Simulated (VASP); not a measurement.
Wanted: the native input for a VASP 6.6.1 run.

- Task: relaxation of shape and atoms at fixed volume
- Functional: LDA
- Potentials or basis: VASP PAW LDA potentials, release 64 (Cu)
- Cutoff: 600 eV
- k mesh: 17 × 17 × 10
- Occupations: fermi-dirac, width 0.1 eV
- Spin: no spin polarisation
- Dipole correction: no
- Further INCAR settings: ALGO = Normal; EDIFF = 1e-06; IBRION = 2; EDIFFG = -0.005; NSW = 50; ISIF = 4

The structure of Cu lies in POSCAR:

```
Cu
1.0
    2.2636314152      0.0000000000      0.0000000000
   -1.1318157076      1.9603623103      0.0000000000
    0.0000000000      0.0000000000      3.7315867336
Cu
2
Direct
    0.3333333333      0.6666666667      0.2500000000
    0.6666666667      0.3333333333      0.7500000000
```

This isn't the form of Cu at room conditions, which is fcc.

The input as run:

INCAR

```
PREC     = Accurate       # precision mode
ENCUT    = 600            # plane-wave cutoff, eV
EDIFF    = 1E-6           # SCF threshold, eV
ISMEAR   = -1             # smearing method
SIGMA    = 0.1            # smearing width, eV
LREAL    = F              # projectors in reciprocal space
LASPH    = T              # aspherical terms in the spheres
NELM     = 60             # most SCF steps
ALGO     = Normal         # electronic algorithm
ISIF     = 4              # what is computed and relaxed
LWAVE    = F              # write WAVECAR
LCHARG   = F              # write CHGCAR
IBRION   = 2              # ionic algorithm
NSW      = 50             # ionic steps
EDIFFG   = -0.005         # ionic threshold
```

KPOINTS

```
Automatic mesh
0
Gamma
  17 17 10
```

Potentials or basis: VASP PAW LDA potentials, release 64 (Cu).

Run with:

```console
$ cat potpaw_LDA.64/Cu/POTCAR > POTCAR
$ mpirun -np 1 vasp_std > vasp.out
```

It gave:

```json
{
 "Energy gained by relaxing": "0.1 meV/atom",
 "Ionic steps": "3",
 "Pressure after relaxing": "103.0 GPa",
 "Band gap on the k mesh": "zero (bands 11 and 12 overlap by 7.36 eV)"
}
```

It took 42 s on 1 thread of Intel(R) Xeon(R) 6975P-C (Granite Rapids), with other jobs on the host, peak memory 0.15 GiB.
